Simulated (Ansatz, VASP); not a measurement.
# One calculation of Ge2Sb2Te5, two programs

INCAR

```
PREC     = Accurate       # precision mode
ENCUT    = 520            # plane-wave cutoff, eV
EDIFF    = 1E-6           # SCF threshold, eV
ISMEAR   = 0              # smearing method
SIGMA    = 0.03           # smearing width, eV
LREAL    = F              # projectors in reciprocal space
LASPH    = T              # aspherical terms in the spheres
NELM     = 60             # most SCF steps
ALGO     = Normal         # electronic algorithm
ISIF     = 2              # what is computed and relaxed
LWAVE    = F              # write WAVECAR
LCHARG   = F              # write CHGCAR
GGA      = PS             # functional
NBANDS   = 44             # bands
```

KPOINTS

```
regular mesh
0
Gamma
  9 9 2
```

POSCAR

```
Ge2Sb2Te5
1.0
    4.2444000000      0.0000000000      0.0000000000
   -2.1222000000      3.6757582238      0.0000000000
    0.0000000000      0.0000000000     16.2740000000
Ge Sb Te
2 2 5
Direct
    0.0000000000      0.0000000000      0.3377431858
    0.0000000000      0.0000000000      0.6622568142
    0.3333333333      0.6666666667      0.1166512047
    0.6666666667      0.3333333333      0.8833487953
    0.0000000000      0.0000000000      0.0000000000
    0.3333333333      0.6666666667      0.7813977855
    0.6666666667      0.3333333333      0.2186022145
    0.3333333333      0.6666666667      0.4202212940
    0.6666666667      0.3333333333      0.5797787060
```

Input for Ansatz:

```yaml
crystal:
  lattice:
    - [4.2444, 0.0, 0.0]
    - [-2.1222, 3.6757582238, 0.0]
    - [0.0, 0.0, 16.274]
  atoms:
    - { symbol: Ge, position: [0.0, 0.0, 0.3377431858] }
    - { symbol: Ge, position: [0.0, 0.0, 0.6622568142] }
    - { symbol: Sb, position: [0.3333333333, 0.6666666667, 0.1166512047] }
    - { symbol: Sb, position: [0.6666666667, 0.3333333333, 0.8833487953] }
    - { symbol: Te, position: [0.0, 0.0, 0.0] }
    - { symbol: Te, position: [0.3333333333, 0.6666666667, 0.7813977855] }
    - { symbol: Te, position: [0.6666666667, 0.3333333333, 0.2186022145] }
    - { symbol: Te, position: [0.3333333333, 0.6666666667, 0.420221294] }
    - { symbol: Te, position: [0.6666666667, 0.3333333333, 0.579778706] }
basis:
  ecutwfc: 420
kpoints:
  mp_grid: { grid: [9, 9, 2] }
hamiltonian:
  xc: pbesol
  pseudopotentials: { kind: paw, azcp: { folder: soft_1 } }
scf:
  occupations: { method: gaussian, width: 0.03 }
output:
  forces: true
  stress: true
  eigenvalues: true
```

Alike in both runs: task single point; functional PBEsol; k mesh 9 × 9 × 2; occupations gaussian, width 0.03 eV; no spin polarisation.

|  | VASP | Ansatz |
| --- | --- | --- |
| version | VASP 6.6.1 | Ansatz 0.2.0 |
| potentials or method | VASP PAW PBE potentials, release 64 (Ge_d, Sb, Te), cutoff 520 eV | scalar-relativistic, plane waves, PAW |
| valence electrons in the cell | 68 | 138 |

```tsv
	VASP	Ansatz	Ansatz less VASP
gap on the k mesh at the Fermi level (eV)	none	none	-
pressure (GPa)	1.9	1.8	-0.08
traceless stress, the component that is largest in VASP (GPa)	1.57	1.58	+0.011
rms of the force components (eV/Å)	0.128	0.116	-0.0115
```

VASP's potentials were made for PBE, not for PBEsol, and Ansatz warns of the same on its side. Atom by atom the forces differ by 0.012 eV/Å (rms over components). A gap of «none» marks a metal or a gap that the smearing closes. VASP's potentials hold 68 valence electrons a cell and Ansatz's 138, so a difference there can come from the potentials and not from the codes.

Spin-orbit coupling is off throughout.
